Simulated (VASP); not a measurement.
Crystal: Zn.

```
CELL_PARAMETERS angstrom
2.61873 0.00000 0.00000
-1.30936 2.26788 0.00000
0.00000 0.00000 4.83890
ATOMIC_POSITIONS crystal
Zn 0.33333 0.66667 0.25000
Zn 0.66667 0.33333 0.75000
```

Base run:

| Property | Result |
| --- | --- |
| Program | VASP 6.6.1 |
| Functional | r2SCAN |
| Potentials or basis | VASP PAW PBE potentials, release 64 (Zn) |
| Cutoff | 520 eV |
| k mesh | 14 × 14 × 7 |
| Occupations | fermi-dirac, width 0.1 eV |
| Spin | no spin polarisation |

Its results: band gap on the k mesh zero (band 12 reaches 4.88 eV, above the bottom of band 13 at 0.38 eV); pressure 0.5 GPa.

The run is repeated on the same cell with these changes: k mesh from 14 × 14 × 7 to 4 × 4 × 2. What comes out?

Band gap on the k mesh zero (band 12 reaches 4.80 eV, above the bottom of band 13 at 0.38 eV); pressure -0.7 GPa.

Caveats: some runs use coarse meshes; the PAW data sets were made with another functional, which shifts forces and pressure a little.
